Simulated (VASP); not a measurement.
# Mg (I4/mmm) in VASP: further runs

Aim: see how the results for Mg move with the level of theory and the settings. Levels: LDA, PBEsol, PBE. Tasks: single point.

Everything below comes from runs of VASP 6.6.1. Logs are shortened: lines on timing, memory, paths and dates and some standing lists are left out, and cuts for length are marked.

### Step 1. The cell of the first run

Symmetry: I4/mmm, No. 139, tetragonal system. The conventional cell has a = 3.696 Å, b = 3.696 Å, c = 3.381 Å, α = 90.00°, β = 90.00°, γ = 90.00°. Within 4.1 Å of Mg (site symmetry 4/mmm) lie 14 Mg at 3.11 to 3.70 Å.

### Step 2. Single point, LDA

The input, INCAR:

```
SYSTEM = Mg
ALGO = Normal ; EDIFF = 1E-6
ENCUT = 600 ; GGA_COMPAT = .FALSE.
ISIF = 2 ; ISMEAR = 0
LASPH = .TRUE. ; LCHARG = .FALSE.
LREAL = .FALSE. ; LWAVE = .FALSE.
NBANDS = 7 ; NELM = 120
PREC = Accurate ; SIGMA = 0.1
```

The input, KPOINTS:

```
k-points
0
G
  6 6 6
  0 0 0
```

The input, POSCAR:

```
Mg
1.0
   -1.8481508693      1.8481508693      1.6905262251
    1.8481508693     -1.8481508693      1.6905262251
    1.8481508693      1.8481508693     -1.6905262251
Mg
1
Direct
    0.0000000000      0.0000000000      0.0000000000
```

Potentials or basis: VASP PAW LDA potentials, release 64 (Mg).

Run with:

```
$ cat potpaw_LDA.64/Mg/POTCAR > POTCAR
$ mpirun -np 1 vasp_std > vasp.out
```

OUTCAR:

```text
SYSTEM = Mg
   EDIFF = 1E-6
   ENCUT = 600
   ISIF = 2
   ISMEAR = 0
   LASPH = .TRUE.
   LREAL = .FALSE.
   NELM = 120
   PREC = Accurate

 ion  position               nearest neighbor table
   1  0.000  0.000  0.000-

  LATTYP: Found a body centered tetragonal cell.
 ALAT       =     3.6963017386
 C/A-ratio  =     0.9147122419

  Lattice vectors:

 A1 = (  -1.8481508693,   1.8481508693,   1.6905262251)
 A2 = (   1.8481508693,  -1.8481508693,   1.6905262251)
 A3 = (   1.8481508693,   1.8481508693,  -1.6905262251)

Analysis of symmetry for initial positions (statically):
=====================================================================
 Subroutine PRICEL returns:
 Original cell was already a primitive cell.

 Routine SETGRP: Setting up the symmetry group for a
 body centered tetragonal supercell.

 Subroutine GETGRP returns: Found 16 space group operations
 (whereof 16 operations were pure point group operations)
 out of a pool of 16 trial point group operations.

The static configuration has the point symmetry D_4h.

Analysis of symmetry for dynamics (positions and initial velocities):
=====================================================================
 Subroutine PRICEL returns:
 Original cell was already a primitive cell.

 Routine SETGRP: Setting up the symmetry group for a
 body centered tetragonal supercell.

 Subroutine GETGRP returns: Found 16 space group operations
 (whereof 16 operations were pure point group operations)
 out of a pool of 16 trial point group operations.

The dynamic configuration has the point symmetry D_4h.

 Subroutine INISYM returns: Found 16 space group operations
 (whereof 16 operations are pure point group operations),
 and found     1 'primitive' translations

----------------------------------------------------------------------------------------

                                     Primitive cell

  volume of cell :      23.0971

  direct lattice vectors                    reciprocal lattice vectors
    -1.848150869  1.848150869  1.690526225     0.000000000  0.270540684  0.295765894
     1.848150869 -1.848150869  1.690526225     0.270540684  0.000000000  0.295765894
     1.848150869  1.848150869 -1.690526225     0.270540684  0.270540684  0.000000000

  length of vectors
     3.112748334  3.112748334  3.112748334     0.400836283  0.400836283  0.382602304

  position of ions in fractional coordinates (direct lattice)
     0.000000000  0.000000000  0.000000000

  ion indices of the primitive-cell ions
   primitive index   ion index
                 1           1

----------------------------------------------------------------------------------------

 KPOINTS: k-points

Automatic generation of k-mesh.
 Grid dimensions read from file:
 generate k-points for:    6    6    6

 Generating k-lattice:

  Cartesian coordinates                     Fractional coordinates (reciprocal lattice)
     0.000000000  0.045090114  0.049294316     0.166666667 -0.000000000  0.000000000
     0.045090114  0.000000000  0.049294316    -0.000000000  0.166666667  0.000000000
     0.045090114  0.045090114  0.000000000     0.000000000  0.000000000  0.166666667

  Length of vectors
     0.066806047  0.066806047  0.063767051

  Shift w.r.t. Gamma in fractional coordinates (k-lattice)
     0.000000000  0.000000000  0.000000000

 Subroutine IBZKPT returns following result:
 ===========================================

 Found     30 irreducible k-points:

 Following reciprocal coordinates:
            Coordinates               Weight
  0.000000  0.000000  0.000000      1.000000
  0.166667  0.000000 -0.000000      8.000000
  0.333333  0.000000  0.000000      8.000000
  0.500000  0.000000  0.000000      4.000000
  0.166667  0.166667 -0.000000      8.000000
  0.333333  0.166667  0.000000     16.000000
[... 16 lines left out ...]
 -0.333333 -0.333333  0.166667      8.000000
 -0.166667 -0.333333  0.166667      8.000000
 [... further k-points ...]
   k-points           NKPTS =     30   k-points in BZ     NKDIM =     30   number of bands    NBANDS=      7
   number of dos      NEDOS =    301   number of ions     NIONS =      1
   total plane-waves  NPLWV =  21952
   dimension x,y,z NGX =    28 NGY =   28 NGZ =   28
   dimension x,y,z NGXF=    56 NGYF=   56 NGZF=   56
   ions per type =               1
   NGX,Y,Z   is equivalent  to a cutoff of  14.95, 14.95, 14.95 a.u.
   NGXF,Y,Z  is equivalent  to a cutoff of  29.91, 29.91, 29.91 a.u.
 SYSTEM =  Mg
   PREC   = accura    normal or accurate (medium, high low for compatibility)
   ISTART =      0    job   : 0-new  1-cont  2-samecut
   ICHARG =      2    charge: 1-file 2-atom 10-const
   ISPIN  =      1    spin polarized calculation?
   LNONCOLLINEAR =      F non collinear calculations
   LSORBIT =      F    spin-orbit coupling
   LASPH  =      T    aspherical Exc in radial PAW
   ENCUT  =  600.0 eV  44.10 Ry    6.64 a.u.   6.22  6.22  6.22*2*pi/ulx,y,z
   NELM   =    120;   NELMIN=  2; NELMDL= -5     # of ELM steps
   EDIFF  = 0.1E-05   stopping-criterion for ELM
   LREAL  =      F    real-space projection
   EDIFFG = 0.1E-04   stopping-criterion for IOM
   NSW    =      0    number of steps for IOM
   IBRION =     -1    ionic relax: 0-MD 1-quasi-New 2-CG
   NFREE  =      0    steps in history (QN), initial steepest desc. (CG)
   ISIF   =      2    stress and relaxation
   ISYM   =      2    0-nonsym 1-usesym 2-fastsym
   POTIM  = 0.5000    time-step for ionic-motion
   TEBEG  =    0.0;   TEEND  =   0.0 temperature during run
   PSTRESS=    0.0 pullay stress
   NELECT =       2.0000    total number of electrons
   NUPDOWN=      -1.0000    fix difference up-down
   EMIN   =  10.00;   EMAX   =-10.00  energy-range for DOS
   EFERMI =   0.00;   METHOD = LEGACY
   ISMEAR =     0;   SIGMA  =   0.10  broadening in eV -4-tet -1-fermi 0-gaus
   EFERMI_NEDOS =   21; number of points for ismear=-14 and -15
   IALGO  =     38    algorithm
   IMIX   =      4    mixing-type and parameters
     AMIX     =   0.40;   BMIX     =  1.00
     AMIX_MAG =   1.60;   BMIX_MAG =  1.00
  volume/ion in A,a.u.               =      23.10       155.87
  Fermi-wavevector in a.u.,A,eV,Ry     =   0.724268  1.368668  7.137127  0.524564
  Thomas-Fermi vector in A             =   1.814694
[... 39 lines left out ...]
      6      16.4196      0.00000
      7      16.4437      0.00000

 k-point     2 :       0.1667    0.0000   -0.0000
  band No.  band energies     occupation
      1      -3.7819      2.00000
      2      11.2668      0.00000
      3      12.5166      0.00000
      4      13.8051      0.00000
      5      14.1004      0.00000
      6      15.9632      0.00000
      7      18.2211      0.00000

 k-point     3 :       0.3333    0.0000    0.0000
  band No.  band energies     occupation
      1      -1.7982      2.00000
      2       5.8561      0.00000
      3      11.0686      0.00000
      4      11.8495      0.00000
      5      12.5620      0.00000
      6      14.2246      0.00000
      7      19.5442      0.00000

 k-point     4 :       0.5000    0.0000    0.0000
  band No.  band energies     occupation
      1       1.1562      2.00000
      2       1.7456      2.00000
      3      10.5936      0.00000
      4      11.1678      0.00000
      5      12.0541      0.00000
      6      13.5645      0.00000
      7      21.1576      0.00000

 k-point     5 :       0.1667    0.1667   -0.0000
  band No.  band energies     occupation
      1      -2.3962      2.00000
      2       8.3903      0.00000
      3       8.8464      0.00000
      4      11.4147      0.00000
      5      15.3039      0.00000
      6      15.6120      0.00000
      7      18.1755      0.00000

 k-point     6 :       0.3333    0.1667    0.0000
  band No.  band energies     occupation
      1       0.2508      2.00000
      2       3.7728      0.00000
      3       7.1719      0.00000
      4      10.6352      0.00000
      5      14.1151      0.00000
      6      16.7057      0.00000
      7      18.3682      0.00000

 k-point     7 :       0.5000    0.1667   -0.0000
  band No.  band energies     occupation
      1      -0.0298      2.00000
      2       4.1386      0.00000
      3       6.9316      0.00000
      4      10.9979      0.00000
      5      13.8639      0.00000
      6      17.5819      0.00000
      7      19.8541      0.00000

 k-point     8 :      -0.3333    0.1667   -0.0000
  band No.  band energies     occupation
      1      -2.5719      2.00000
      2       7.7045      0.00000
      3       9.2634      0.00000
      4      12.4882      0.00000
      5      14.7237      0.00000
      6      17.2295      0.00000
      7      19.0678      0.00000

 k-point     9 :      -0.1667    0.1667    0.0000
  band No.  band energies     occupation
      1      -3.8413      2.00000
      2       9.9043      0.00000
      3      14.3879      0.00000
      4      14.4361      0.00000
      5      15.4937      0.00000
      6      15.8732      0.00000
      7      17.0825      0.00000

 k-point    10 :       0.3333    0.3333    0.0000
  band No.  band energies     occupation
      1       2.6659      0.27901
      2       2.8094      0.00186
      3       3.9702      0.00000
      4      10.4901      0.00000
      5      16.2886      0.00000
      6      16.7287      0.00000
      7      19.5821      0.00000

 k-point    11 :       0.5000    0.3333    0.0000
  band No.  band energies     occupation
      1      -0.1979      2.00000
      2       3.2920      0.00000
      3       8.1128      0.00000
      4      11.4958      0.00000
      5      15.9748      0.00000
      6      17.0193      0.00000
      7      19.0202      0.00000
[... 51 lines left out ...]
 k-point    17 :       0.3333    0.3333    0.1667
  band No.  band energies     occupation
      1       2.1035      2.00000
      2       2.4659      1.91906
      3       6.1400      0.00000
      4       7.0433      0.00000
      5      20.8935      0.00000
      6      21.1062      0.00000
      7      21.4162      0.00000

 k-point    18 :      -0.3333    0.3333    0.1667
  band No.  band energies     occupation
      1      -1.4341      2.00000
      2       5.4915      0.00000
      3      10.2985      0.00000
      4      11.3336      0.00000
      5      13.0101      0.00000
      6      16.6053      0.00000
      7      17.8531      0.00000

 k-point    19 :      -0.1667    0.3333    0.1667
  band No.  band energies     occupation
      1      -1.3765      2.00000
      2       6.8403      0.00000
      3       8.2948      0.00000
      4       9.9937      0.00000
      5      15.1571      0.00000
      6      16.0216      0.00000
      7      17.5501      0.00000

 k-point    20 :       0.5000    0.5000    0.1667
  band No.  band energies     occupation
      1       1.3263      2.00000
      2       1.6894      2.00000
      3       9.7773      0.00000
      4      11.0884      0.00000
      5      14.9515      0.00000
      6      15.3112      0.00000
      7      16.1400      0.00000

 k-point    21 :      -0.3333    0.5000    0.1667
  band No.  band energies     occupation
      1       0.9650      2.00000
      2       4.3508      0.00000
      3       5.9466      0.00000
      4      11.3617      0.00000
      5      13.8382      0.00000
      6      14.8400      0.00000
      7      16.2370      0.00000

 k-point    22 :      -0.1667    0.5000    0.1667
  band No.  band energies     occupation
      1       1.6224      2.00000
      2       2.5406      1.50959
      3       7.9198      0.00000
      4       9.5513      0.00000
      5      15.0578      0.00000
      6      15.1485      0.00000
      7      17.2114      0.00000

 k-point    23 :      -0.3333   -0.3333    0.1667
  band No.  band energies     occupation
      1       1.7815      2.00000
      2       4.3543      0.00000
      3       4.9758      0.00000
      4      11.2192      0.00000
      5      12.0191      0.00000
      6      15.3831      0.00000
      7      18.0934      0.00000

 k-point    24 :      -0.1667   -0.3333    0.1667
  band No.  band energies     occupation
      1      -0.9160      2.00000
      2       6.0131      0.00000
      3       8.7172      0.00000
      4      10.3548      0.00000
      5      13.0461      0.00000
      6      15.1790      0.00000
      7      17.4318      0.00000

 [... further k-points ...]
[... 5 lines left out ...]
  --------------------------------------------------------------------------------------
  -------------------------------------------------------------------------------------
  Total       -0.5610824     -0.5610824      0.0903942      0.0000000     -0.0000000      0.0000000
  in kB      -38.9206843    -38.9206843      6.2703901      0.0000000     -0.0000000      0.0000000
  external PRESSURE =     -23.8569928 kB  Pullay stress =       0.0000000 kB

 VOLUME and BASIS-vectors are now :
 -----------------------------------------------------------------------------
  energy-cutoff  :      600.00
  volume of cell :       23.10
      direct lattice vectors                 reciprocal lattice vectors
    -1.848150869  1.848150869  1.690526225     0.000000000  0.270540684  0.295765894
     1.848150869 -1.848150869  1.690526225     0.270540684  0.000000000  0.295765894
     1.848150869  1.848150869 -1.690526225     0.270540684  0.270540684  0.000000000

 POSITION                                       TOTAL-FORCE (eV/Angst)
 -----------------------------------------------------------------------------------
      0.00000      0.00000      0.00000         0.000000      0.000000     -0.000000
 -----------------------------------------------------------------------------------
    total drift:                                0.000000      0.000000      0.000000

  FREE ENERGIE OF THE ION-ELECTRON SYSTEM (eV)
  ---------------------------------------------------
  free  energy   TOTEN  =        -1.7546982782 eV

  energy  without entropy=       -1.7516433192  energy(sigma->0) =       -1.75317080
```

Wall time 3.3 s (1 thread of AMD EPYC 9R45 (Zen 5), shared host); peak memory 0.11 GiB.

Results:

```
Free energy            : -1.7547 eV
Pressure               : -2.4 GPa
Band gap on the k mesh : zero (bands 1 and 2 overlap by 4.50 eV)
```

Levels at points of the mesh, in eV from the Fermi level:
```
           k point  band 1  band 2  band 3  band 4
(0.00, 0.00, 0.00)   -7.04   11.64   13.44   13.44
(0.50, 0.00, 0.00)   -1.43   -0.84    8.00    8.58
(0.50, 0.50, 0.00)   -1.82   -1.50    9.59   10.07
(0.50, 0.50, 0.50)    3.00    3.00    3.53    4.03
```

Caveat: the k points lie up to 0.42 Å⁻¹ apart, too coarse for converged energies and pressures of a metal.

### Step 3. Single point, PBEsol

This run uses another cell than the first one, of 25.81 Å³/atom.

The input, INCAR:

```
SYSTEM = Mg
PREC = Accurate
ENCUT = 600
EDIFF = 1E-6
ISMEAR = 0
SIGMA = 0.1
LREAL = .False.
LASPH = .True.
NELM = 120
ALGO = Normal
ISIF = 2
LWAVE = .False.
LCHARG = .False.
GGA = PS
NBANDS = 7
GGA_COMPAT = .False.
```

The input, KPOINTS:

```
Automatic mesh
0
Gamma
  6 6 6
  0 0 0
```

The input, POSCAR:

```
Mg
1.0
   -1.9179575060      1.9179575060      1.7543792102
    1.9179575060     -1.9179575060      1.7543792102
    1.9179575060      1.9179575060     -1.7543792102
Mg
1
Direct
    0.0000000000      0.0000000000      0.0000000000
```

Potentials or basis: VASP PAW PBE potentials, release 64 (Mg).

Run with:

```
$ cat potpaw_PBE.64/Mg/POTCAR > POTCAR
$ mpirun -np 1 vasp_std > vasp.out
```

Run time: 3.5 s. Hardware: 1 thread of AMD EPYC 9R45 (Zen 5), shared host; peak memory 0.12 GiB.

The run converged. Its results:

```yaml
Free_energy: -1.6397 eV
Pressure: -3.7 GPa
Band_gap_on_the_k_mesh: zero (bands 1 and 2 overlap by 4.24 eV)
```

Stress tensor (GPa, compression positive):
```
-5.10  0.00  0.00
 0.00 -5.10  0.00
 0.00  0.00 -1.01
```

Levels at points of the mesh, in eV from the Fermi level:
| k point | band 1 | band 2 | band 3 | band 4 | band 5 |
| --- | --- | --- | --- | --- | --- |
| (0.00, 0.00, 0.00) | -6.58 | 11.07 | 12.76 | 12.76 | 12.81 |
| (0.50, 0.00, 0.00) | -1.30 | -0.83 | 7.65 | 7.94 | 8.82 |
| (0.50, 0.50, 0.00) | -1.66 | -1.45 | 9.12 | 9.31 | 10.45 |
| (0.50, 0.50, 0.50) | 2.79 | 2.79 | 3.45 | 3.85 | 4.75 |

Caveat: the k points lie up to 0.40 Å⁻¹ apart, too coarse for converged energies and pressures of a metal; the PAW data sets were made with another functional, which shifts forces and pressure a little.

### Step 4. Single point, PBE

This run uses another cell than the first one, of 30.57 Å³/atom.

The input, INCAR:

```
  ALGO = Normal
  EDIFF = 1E-6
  ENCUT = 600
  GGA = PE
  GGA_COMPAT = F
  ISIF = 2
  ISMEAR = 0
  LASPH = T
  LCHARG = F
  LREAL = F
  LWAVE = F
  NBANDS = 7
  NELM = 120
  PREC = Accurate
  SIGMA = 0.1
```

The input, KPOINTS:

```
k-points
0
Gamma
  6 6 6
```

The input, POSCAR:

```
Mg
1.0
   -2.0291552988      2.0291552988      1.8560931926
    2.0291552988     -2.0291552988      1.8560931926
    2.0291552988      2.0291552988     -1.8560931926
Mg
1
Direct
    0.0000000000      0.0000000000      0.0000000000
```

Run with:

```
$ cat potpaw_PBE.64/Mg/POTCAR > POTCAR
$ mpirun -np 1 vasp_std > vasp.out
```

It took 3.7 s on 1 thread of AMD EPYC 9R45 (Zen 5), shared host; peak memory 0.12 GiB.

It converged, with:

```
Free energy            : -1.2942 eV
Pressure               : -5.7 GPa
Band gap on the k mesh : zero (bands 1 and 2 overlap by 3.85 eV)
```

Stress tensor (GPa, compression positive):
```
-6.73  0.00  0.00
 0.00 -6.73  0.00
 0.00  0.00 -3.53
```

Levels at points of the mesh, in eV from the Fermi level:
```csv
k point,band 1,band 2,band 3,band 4,band 5
"(0.00, 0.00, 0.00)",-5.89,10.21,11.14,11.14,11.72
"(0.50, 0.00, 0.00)",-1.04,-0.86,6.94,7.18,7.90
"(0.50, 0.50, 0.00)",-1.43,-1.35,8.11,8.50,9.37
"(0.50, 0.50, 0.50)",2.50,2.50,3.48,3.50,4.22
```

Caveat: the k points lie up to 0.38 Å⁻¹ apart, too coarse for converged energies and pressures of a metal.

### Step 5. Single point, PBE, non-collinear spin, zero start, spin-orbit coupling

This run uses another cell than the first one, of 22.64 Å³/atom.

The input, INCAR:

```
SYSTEM = Mg
  PREC = Accurate
  ENCUT = 600
  EDIFF = 1E-6
  ISMEAR = 0
  SIGMA = 0.1
  LREAL = .False.
  LASPH = .True.
  NELM = 200
  ALGO = Normal
  ISIF = 2
  LWAVE = .False.
  LCHARG = .False.
  MAGMOM = 0 0 0
  LORBIT = 11
  LSORBIT = .True.
  GGA_COMPAT = .False.
  LORBMOM = .True.
  GGA = PE
  NBANDS = 13
```

The input, KPOINTS:

```
regular mesh
0
Gamma
  3 3 3
  0 0 0
```

The input, POSCAR:

```
Mg
1.0
   -1.8359916300      1.8359916300      1.6794040200
    1.8359916300     -1.8359916300      1.6794040200
    1.8359916300      1.8359916300     -1.6794040200
Mg
1
Direct
    0.0000000000      0.0000000000      0.0000000000
```

Run with:

```
$ cat potpaw_PBE.64/Mg/POTCAR > POTCAR
$ mpirun -np 1 vasp_ncl > vasp.out
```

Wall time 5.4 s (1 thread of AMD EPYC 9R45 (Zen 5), shared host); peak memory 0.2 GiB.

Results (log left out):

```
Free energy                                           : -1.0766 eV
Pressure                                              : 0.1 GPa
Net moment                                            : 0.00 μB per cell
Valence electrons inside the program's atomic spheres : Mg 0.34
```

Stress tensor (GPa, compression positive):
```
 0.83  0.00  0.00
 0.00  0.83  0.00
 0.00  0.00 -1.38
```

Moments on the atoms (μB; x, y, z):
```
Mg  0.00 0.00 0.00
```

Caveat: the k points lie up to 0.85 Å⁻¹ apart.

### Step 6. Overview

```tsv
level	potentials or basis	spin	cell	k mesh	gap on the mesh (eV)	pressure (GPa)
LDA	VASP PAW LDA potentials, release 64 (Mg)	off	a = 3.113 Å, angles 107.2, 107.2, 114.2°, 1 atom	6 × 6 × 6	none	-2.4
PBEsol	VASP PAW PBE potentials, release 64 (Mg)	off	a = 3.230 Å, angles 107.2, 107.2, 114.2°, 1 atom	6 × 6 × 6	none	-3.7
PBE	VASP PAW PBE potentials, release 64 (Mg)	off	a = 3.418 Å, angles 107.2, 107.2, 114.2°, 1 atom	6 × 6 × 6	none	-5.7
PBE	VASP PAW PBE potentials, release 64 (Mg)	non-collinear, zero start, SOC	a = 3.092 Å, angles 107.2, 107.2, 114.2°, 1 atom	3 × 3 × 3	-	0.1
```

Alike in all rows: task single point; cutoff (eV) 600; smearing gaussian 0.1 eV.

Caveats: all runs use coarse meshes; the PAW data sets were made with another functional, which shifts forces and pressure a little (at least some runs).

Total energies depend on the potentials used, so only differences within one code and one set of settings carry meaning.
